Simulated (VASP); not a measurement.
# Ag (I4/mmm) in VASP: further runs

The runs below take Ag through single point, with PBEsol.

Program: VASP 6.6.1. These are calculated values, not measurements. Logs are shortened: lines on timing, memory, paths and dates and some standing lists are left out, and cuts for length are marked.

## Step 1: The cell of the first run

The structure is tetragonal, space group I4/mmm (No. 139). Conventional cell: a = 3.717 Å, b = 3.717 Å, c = 2.628 Å, α = 90.00°, β = 90.00°, γ = 90.00°. Within 3.5 Å of Ag (site symmetry 4/mmm) lie 10 Ag at 2.63 to 2.94 Å.

## Step 2: Single point, PBEsol

File INCAR:

```
ALGO = Fast ; EDIFF = 1E-7
ENCUT = 520 ; GGA = PS
ISIF = 2 ; ISMEAR = 0
LASPH = T ; LCHARG = F
LREAL = F ; LWAVE = F
NBANDS = 12 ; NELM = 80
PREC = Accurate ; SIGMA = 0.15
```

File KPOINTS:

```
k-points
0
Gamma
  22 22 22
```

File POSCAR:

```
Ag
1.0
   -1.8585023365      1.8585023365      1.3139611519
    1.8585023365     -1.8585023365      1.3139611519
    1.8585023365      1.8585023365     -1.3139611519
Ag
1
Direct
    0.0000000000      0.0000000000      0.0000000000
```

Potentials or basis: VASP PAW PBE potentials, release 64 (Ag).

Launch:

```sh
$ cat potpaw_PBE.64/Ag/POTCAR > POTCAR
$ mpirun -np 1 vasp_std > vasp.out
```

OUTCAR:

```text
EDIFF = 1E-7
   ENCUT = 520
   GGA = PS
   ISIF = 2
   ISMEAR = 0
   LASPH = T
   LREAL = F
   NELM = 80
   PREC = Accurate

 ion  position               nearest neighbor table
   1  0.000  0.000  0.000-

  LATTYP: Found a body centered tetragonal cell.
 ALAT       =     3.7170046730
 C/A-ratio  =     0.7070000000

  Lattice vectors:

 A1 = (  -1.8585023365,   1.8585023365,   1.3139611519)
 A2 = (   1.8585023365,  -1.8585023365,   1.3139611519)
 A3 = (   1.8585023365,   1.8585023365,  -1.3139611519)

Analysis of symmetry for initial positions (statically):
=====================================================================
 Subroutine PRICEL returns:
 Original cell was already a primitive cell.

 Routine SETGRP: Setting up the symmetry group for a
 body centered tetragonal supercell.

 Subroutine GETGRP returns: Found 16 space group operations
 (whereof 16 operations were pure point group operations)
 out of a pool of 16 trial point group operations.

The static configuration has the point symmetry D_4h.

Analysis of symmetry for dynamics (positions and initial velocities):
=====================================================================
 Subroutine PRICEL returns:
 Original cell was already a primitive cell.

 Routine SETGRP: Setting up the symmetry group for a
 body centered tetragonal supercell.

 Subroutine GETGRP returns: Found 16 space group operations
 (whereof 16 operations were pure point group operations)
 out of a pool of 16 trial point group operations.

The dynamic configuration has the point symmetry D_4h.

 Subroutine INISYM returns: Found 16 space group operations
 (whereof 16 operations are pure point group operations),
 and found     1 'primitive' translations

----------------------------------------------------------------------------------------

                                     Primitive cell

  volume of cell :      18.1538

  direct lattice vectors                    reciprocal lattice vectors
    -1.858502336  1.858502336  1.313961152     0.000000000  0.269033829  0.380528754
     1.858502336 -1.858502336  1.313961152     0.269033829  0.000000000  0.380528754
     1.858502336  1.858502336 -1.313961152     0.269033829  0.269033829  0.000000000

  length of vectors
     2.938461464  2.938461464  2.938461464     0.466027181  0.466027181  0.380471290

  position of ions in fractional coordinates (direct lattice)
     0.000000000  0.000000000  0.000000000

  ion indices of the primitive-cell ions
   primitive index   ion index
                 1           1

----------------------------------------------------------------------------------------

 KPOINTS: k-points

Automatic generation of k-mesh.
 Grid dimensions read from file:
 generate k-points for:   22   22   22

 Generating k-lattice:

  Cartesian coordinates                     Fractional coordinates (reciprocal lattice)
     0.000000000  0.012228810  0.017296762     0.045454545 -0.000000000  0.000000000
     0.012228810  0.000000000  0.017296762    -0.000000000  0.045454545  0.000000000
     0.012228810  0.012228810  0.000000000     0.000000000  0.000000000  0.045454545

  Length of vectors
     0.021183054  0.021183054  0.017294150

  Shift w.r.t. Gamma in fractional coordinates (k-lattice)
     0.000000000  0.000000000  0.000000000

 Subroutine IBZKPT returns following result:
 ===========================================

 Found    834 irreducible k-points:

 Following reciprocal coordinates:
            Coordinates               Weight
  0.000000  0.000000  0.000000      1.000000
  0.045455  0.000000  0.000000      8.000000
  0.090909  0.000000  0.000000      8.000000
  0.136364 -0.000000  0.000000      8.000000
  0.181818 -0.000000  0.000000      8.000000
  0.227273  0.000000  0.000000      8.000000
[... 16 lines left out ...]
  0.500000  0.045455  0.000000     16.000000
 -0.454545  0.045455  0.000000     16.000000
 [... further k-points ...]
   k-points           NKPTS =    834   k-points in BZ     NKDIM =    834   number of bands    NBANDS=     12
   number of dos      NEDOS =    301   number of ions     NIONS =      1
   total plane-waves  NPLWV =  13824
   dimension x,y,z NGX =    24 NGY =   24 NGZ =   24
   dimension x,y,z NGXF=    48 NGYF=   48 NGZF=   48
   ions per type =               1
   NGX,Y,Z   is equivalent  to a cutoff of  13.58, 13.58, 13.58 a.u.
   NGXF,Y,Z  is equivalent  to a cutoff of  27.16, 27.16, 27.16 a.u.
 SYSTEM =  unknown system
   PREC   = accura    normal or accurate (medium, high low for compatibility)
   ISTART =      0    job   : 0-new  1-cont  2-samecut
   ICHARG =      2    charge: 1-file 2-atom 10-const
   ISPIN  =      1    spin polarized calculation?
   LNONCOLLINEAR =      F non collinear calculations
   LSORBIT =      F    spin-orbit coupling
   LASPH  =      T    aspherical Exc in radial PAW
   ENCUT  =  520.0 eV  38.22 Ry    6.18 a.u.   5.46  5.46  5.46*2*pi/ulx,y,z
   NELM   =     80;   NELMIN=  2; NELMDL= -5     # of ELM steps
   EDIFF  = 0.1E-06   stopping-criterion for ELM
   LREAL  =      F    real-space projection
   EDIFFG = 0.1E-05   stopping-criterion for IOM
   NSW    =      0    number of steps for IOM
   IBRION =     -1    ionic relax: 0-MD 1-quasi-New 2-CG
   NFREE  =      0    steps in history (QN), initial steepest desc. (CG)
   ISIF   =      2    stress and relaxation
   ISYM   =      2    0-nonsym 1-usesym 2-fastsym
   POTIM  = 0.5000    time-step for ionic-motion
   TEBEG  =    0.0;   TEEND  =   0.0 temperature during run
   PSTRESS=    0.0 pullay stress
   NELECT =      11.0000    total number of electrons
   NUPDOWN=      -1.0000    fix difference up-down
   EMIN   =  10.00;   EMAX   =-10.00  energy-range for DOS
   EFERMI =   0.00;   METHOD = LEGACY
   ISMEAR =     0;   SIGMA  =   0.15  broadening in eV -4-tet -1-fermi 0-gaus
   EFERMI_NEDOS =   21; number of points for ismear=-14 and -15
   IALGO  =     68    algorithm
   IMIX   =      4    mixing-type and parameters
     AMIX     =   0.40;   BMIX     =  1.00
     AMIX_MAG =   1.60;   BMIX_MAG =  1.00
  volume/ion in A,a.u.               =      18.15       122.51
  Fermi-wavevector in a.u.,A,eV,Ry     =   1.385318  2.617871 26.111022  1.919106
  Thomas-Fermi vector in A             =   2.509739
   LORBIT       =      0    0 simple, 1 ext, 2 COOP (PROOUT), +10 PAW based schemes
   GGA     = PS    functional components
   LHFCALC =     F    Hartree Fock is set to
   AEXX    =    0.0000 exact exchange contribution
   IVDW    =     0    specifies the selected vdW correction
   LEPSILON=     F    determine dielectric tensor
   LRPA    =     F    only Hartree local field effects (RPA)
 non-spin polarized calculation
 RMM-DIIS sequential band-by-band and
 Gauss-broadening in eV      SIGMA  =   0.15
  energy-cutoff  :      520.00
  volume of cell :       18.15
 maximum number of plane-waves:       501
 NGX is ok and might be reduce to    24
   NGX = 11   NGY = 11   NGZ = 11

 number of electron      11.0000002 magnetization

 Free energy of the ion-electron system (eV)
  ---------------------------------------------------
  ext. energy  EPLUGINS =         0.00000000
  ---------------------------------------------------
  free energy    TOTEN  =        -3.13353659 eV

  energy without entropy =       -3.13074844  energy(sigma->0) =       -3.13214252

 E-fermi :   7.4046     XC(G=0): -12.0045

 val. band max:        7.4043250041   @ k =  -0.3636   0.5000   0.0909
 cond. band min:       7.4109886868   @ k =  -0.4545   0.0455   0.0000
 fundamental gap:      0.0066636827
 Fermi energy:         7.4046229107

 k-point     1 :       0.0000    0.0000    0.0000
  band No.  band energies     occupation
      1      -0.0140      2.00000
      2       1.9508      2.00000
      3       2.2278      2.00000
      4       3.6913      2.00000
      5       3.6913      2.00000
      6       4.2693      2.00000
      7      21.7741      0.00000
      8      21.7741      0.00000
      9      28.2005      0.00000
     10      28.4069      0.00000
     11      30.7456      0.00000
     12      30.7461      0.00000

 k-point     2 :       0.0455    0.0000    0.0000
  band No.  band energies     occupation
      1       0.0687      2.00000
      2       1.9740      2.00000
      3       2.2643      2.00000
      4       3.6628      2.00000
      5       3.6644      2.00000
      6       4.2547      2.00000
      7      21.7727      0.00000
      8      21.7925      0.00000
      9      28.2304      0.00000
     10      28.3968      0.00000
     11      30.1392      0.00000
     12      30.6330      0.00000

 k-point     3 :       0.0909    0.0000    0.0000
  band No.  band energies     occupation
      1       0.3120      2.00000
      2       2.0376      2.00000
      3       2.3692      2.00000
      4       3.5867      2.00000
      5       3.5930      2.00000
      6       4.2144      2.00000
      7      21.7534      0.00000
      8      21.8332      0.00000
      9      28.0610      0.00000
     10      28.3013      0.00000
     11      28.8454      0.00000
     12      30.4128      0.00000

 k-point     4 :       0.1364   -0.0000    0.0000
  band No.  band energies     occupation
      1       0.6985      2.00000
      2       2.1210      2.00000
      3       2.5277      2.00000
      4       3.4981      2.00000
      5       3.5054      2.00000
      6       4.1561      2.00000
      7      21.6800      0.00000
      8      21.8554      0.00000
      9      26.5359      0.00000
     10      27.9679      0.00000
     11      28.9399      0.00000
     12      30.0235      0.00000

 k-point     5 :       0.1818   -0.0000    0.0000
  band No.  band energies     occupation
      1       1.1753      2.00000
      2       2.1840      2.00000
      3       2.7218      2.00000
      4       3.4520      2.00000
      5       3.4716      2.00000
      6       4.0869      2.00000
      7      21.5123      0.00000
      8      21.8008      0.00000
      9      24.7291      0.00000
     10      27.4042      0.00000
     11      28.9446      0.00000
     12      29.4701      0.00000
[... 228 lines left out ...]
      1       1.3767      2.00000
      2       1.6650      2.00000
      3       3.7232      2.00000
      4       4.2944      2.00000
      5       4.8345      2.00000
      6       7.8420      0.00004
      7      14.2086      0.00000
      8      19.4894      0.00000
      9      19.6629      0.00000
     10      25.6299      0.00000
     11      25.8785      0.00000
     12      29.0745      0.00000

 k-point    22 :       0.4545    0.0455    0.0000
  band No.  band energies     occupation
      1       1.3331      2.00000
      2       1.6253      2.00000
      3       3.7067      2.00000
      4       4.4046      2.00000
      5       4.9117      2.00000
      6       8.6295      0.00000
      7      13.2217      0.00000
      8      19.1685      0.00000
      9      19.4799      0.00000
     10      25.6091      0.00000
     11      26.0409      0.00000
     12      28.9732      0.00000

 k-point    23 :       0.5000    0.0455    0.0000
  band No.  band energies     occupation
      1       1.3434      2.00000
      2       1.6376      2.00000
      3       3.7100      2.00000
      4       4.4143      2.00000
      5       4.8683      2.00000
      6       8.4137      0.00000
      7      13.4650      0.00000
      8      18.9709      0.00000
      9      19.5629      0.00000
     10      25.6209      0.00000
     11      26.2321      0.00000
     12      29.1200      0.00000

 k-point    24 :      -0.4545    0.0455    0.0000
  band No.  band energies     occupation
      1       1.4064      2.00000
      2       1.6997      2.00000
      3       3.7322      2.00000
      4       4.3239      2.00000
      5       4.7087      2.00000
      6       7.4110      0.95214
      7      14.7240      0.00000
      8      18.9567      0.00000
      9      19.8355      0.00000
     10      25.6622      0.00000
     11      26.4545      0.00000
     12      29.5412      0.00000

 [... further k-points ...]

------------------------ aborting loop because EDIFF is reached ----------------------------------------

  FORCE on cell =-STRESS in cart. coord.  units (eV):
  Direction    XX          YY          ZZ          XY          YZ          ZX
  --------------------------------------------------------------------------------------
  -------------------------------------------------------------------------------------
  Total       -1.0389556     -1.0389556      1.1809830      0.0000000     -0.0000000      0.0000000
  in kB      -91.6935566    -91.6935566    104.2282647      0.0000000     -0.0000000      0.0000000
  external PRESSURE =     -26.3862828 kB  Pullay stress =       0.0000000 kB

 VOLUME and BASIS-vectors are now :
 -----------------------------------------------------------------------------
  energy-cutoff  :      520.00
  volume of cell :       18.15
      direct lattice vectors                 reciprocal lattice vectors
    -1.858502336  1.858502336  1.313961152     0.000000000  0.269033829  0.380528754
     1.858502336 -1.858502336  1.313961152     0.269033829  0.000000000  0.380528754
     1.858502336  1.858502336 -1.313961152     0.269033829  0.269033829  0.000000000

 POSITION                                       TOTAL-FORCE (eV/Angst)
 -----------------------------------------------------------------------------------
      0.00000      0.00000      0.00000        -0.000000      0.000000      0.000000
 -----------------------------------------------------------------------------------
    total drift:                                0.000000      0.000000     -0.000000

  FREE ENERGIE OF THE ION-ELECTRON SYSTEM (eV)
  ---------------------------------------------------
  free  energy   TOTEN  =        -3.1335365945 eV

  energy  without entropy=       -3.1307484393  energy(sigma->0) =       -3.13214252
```

It took 1.8 min on 1 thread of AMD EPYC 9R45 (Zen 5), shared host; peak memory 0.25 GiB.

What came out:

| Item | Value |
| --- | --- |
| Free energy | -3.1335 eV |
| Pressure | -2.6 GPa |
| Band gap on the k mesh | zero (an odd number of electrons rules out a gap without spin polarisation) |

Stress tensor (GPa, compression positive):
```
-9.17  0.00  0.00
 0.00 -9.17  0.00
 0.00  0.00 10.42
```

Levels at points of the mesh, in eV from the Fermi level:
| k point | band 2 | band 3 | band 4 | band 5 | band 6 | band 7 | band 8 | band 9 | band 10 | band 11 |
| --- | --- | --- | --- | --- | --- | --- | --- | --- | --- | --- |
| (0.00, 0.00, 0.00) | -5.45 | -5.18 | -3.71 | -3.71 | -3.14 | 14.37 | 14.37 | 20.80 | 21.00 | 23.34 |
| (0.50, 0.00, 0.00) | -5.79 | -3.69 | -2.94 | -2.46 | 1.17 | 5.73 | 11.94 | 12.11 | 18.18 | 18.37 |
| (0.50, 0.50, 0.00) | -4.93 | -3.93 | -3.82 | -2.65 | -1.06 | 1.76 | 17.15 | 18.66 | 20.58 | 23.22 |
| (0.50, 0.50, 0.50) | -5.95 | -2.76 | -2.76 | -2.63 | 3.78 | 3.78 | 8.39 | 10.21 | 14.79 | 20.61 |

Caveat: the PAW data sets were made with another functional, which shifts forces and pressure a little.

## Step 3: Single point, PBEsol

File INCAR:

```
SYSTEM = Ag
ALGO = Fast ; EDIFF = 1E-7
ENCUT = 520 ; GGA = PS
ISIF = 2 ; ISMEAR = 0
LASPH = .TRUE. ; LCHARG = .FALSE.
LREAL = .FALSE. ; LWAVE = .FALSE.
NBANDS = 12 ; NELM = 80
PREC = Accurate ; SIGMA = 0.15
```

File KPOINTS:

```
k-points
0
G
  22 22 22
  0 0 0
```

File POSCAR:

```
Ag
1.0
   -1.7478196091      1.7478196091      1.4856466677
    1.7478196091     -1.7478196091      1.4856466677
    1.7478196091      1.7478196091     -1.4856466677
Ag
1
Direct
    0.0000000000      0.0000000000      0.0000000000
```

Potentials or basis: VASP PAW PBE potentials, release 64 (Ag).

Launch:

```sh
$ cat potpaw_PBE.64/Ag/POTCAR > POTCAR
$ mpirun -np 1 vasp_std > vasp.out
```

Wall time 1.7 min (1 thread of AMD EPYC 9R45 (Zen 5), shared host); peak memory 0.25 GiB.

Results (log left out):

| Item | Value |
| --- | --- |
| Free energy | -3.2405 eV |
| Pressure | -7.1 GPa |
| Band gap on the k mesh | zero (an odd number of electrons rules out a gap without spin polarisation) |

Stress tensor (GPa, compression positive):
```
-7.30  0.00  0.00
 0.00 -7.30  0.00
 0.00  0.00 -6.70
```

Levels at points of the mesh, in eV from the Fermi level:
```
           k point  band 4  band 5  band 6  band 7  band 8  band 9
(0.00, 0.00, 0.00)   -4.32   -4.04   -3.16   16.45   16.45   20.00
(0.50, 0.00, 0.00)   -2.89   -2.60    0.43    4.47   12.34   12.85
(0.50, 0.50, 0.00)   -3.55   -2.64   -0.54    2.80   15.03   16.63
(0.50, 0.50, 0.50)   -2.81   -2.63    5.23    5.23   10.06   10.40
```

Caveat: the cell stands under tension; the PAW data sets were made with another functional, which shifts forces and pressure a little.

## Step 4: Single point, PBEsol

File INCAR:

```
PREC = Accurate
ENCUT = 520
EDIFF = 1E-6
ISMEAR = 0
SIGMA = 0.15
LREAL = False
LASPH = True
NELM = 60
ALGO = Fast
ISIF = 2
LWAVE = False
LCHARG = False
GGA = PS
NBANDS = 12
```

File KPOINTS:

```
Automatic mesh
0
Gamma
  22 22 22
```

File POSCAR:

```
Ag
1.0
   -1.5580300654      1.5580300654      1.8696360784
    1.5580300654     -1.5580300654      1.8696360784
    1.5580300654      1.5580300654     -1.8696360784
Ag
1
Direct
    0.0000000000      0.0000000000      0.0000000000
```

Launch:

```sh
$ cat potpaw_PBE.64/Ag/POTCAR > POTCAR
$ mpirun -np 1 vasp_std > vasp.out
```

It took 99 s on 1 thread of AMD EPYC 9R45 (Zen 5), shared host; peak memory 0.25 GiB.

Results (log left out):

```
Free energy            : -3.2527 eV
Pressure               : -7.6 GPa
Band gap on the k mesh : zero (an odd number of electrons rules out a gap without spin polarisation)
```

Stress tensor (GPa, compression positive):
```
-8.22  0.00  0.00
 0.00 -8.22  0.00
 0.00  0.00 -6.42
```

Levels at points of the mesh, in eV from the Fermi level:
| k point | band 4 | band 5 | band 6 | band 7 | band 8 | band 9 |
| --- | --- | --- | --- | --- | --- | --- |
| (0.00, 0.00, 0.00) | -4.09 | -3.94 | -3.28 | 16.27 | 18.50 | 18.50 |
| (0.50, 0.00, 0.00) | -3.11 | -2.66 | -0.20 | 3.39 | 14.21 | 15.45 |
| (0.50, 0.50, 0.00) | -3.02 | -2.49 | 0.81 | 5.04 | 11.41 | 11.63 |
| (0.50, 0.50, 0.50) | -2.67 | -2.67 | 3.69 | 8.50 | 8.50 | 9.04 |

Caveat: the cell stands under tension; the PAW data sets were made with another functional, which shifts forces and pressure a little.

[end of part 1 of 2]
